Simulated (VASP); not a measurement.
Li2Se:

```xyz
3
Lattice="0.0000 2.9935 2.9935 2.9935 0.0000 2.9935 2.9935 2.9935 0.0000" Properties=species:S:1:pos:R:3 pbc="T T T"
Li    1.4967    1.4967    1.4967
Li    4.4902    4.4902    4.4902
Se    0.0000    0.0000    0.0000
```

Program: VASP 6.6.1. Alike in all runs: task single point; no spin polarisation; cell as given; k mesh 6 × 6 × 6; smearing gaussian 0.01 eV.

Task: Order these runs on this cell by their band gap on the k mesh, lowest first.
A. level LDA; potentials or basis VASP PAW LDA potentials, release 64 (Li_sv, Se); cutoff (eV) 750
B. level PBE; potentials or basis VASP PAW PBE potentials, release 64 (Li_sv, Se); cutoff (eV) 750
C. level r2SCAN; potentials or basis VASP PAW PBE potentials, release 64 (Li_sv, Se); cutoff (eV) 830

Result: A (2.80 eV), B (2.97 eV), C (3.46 eV).

A k mesh can miss the band edges.
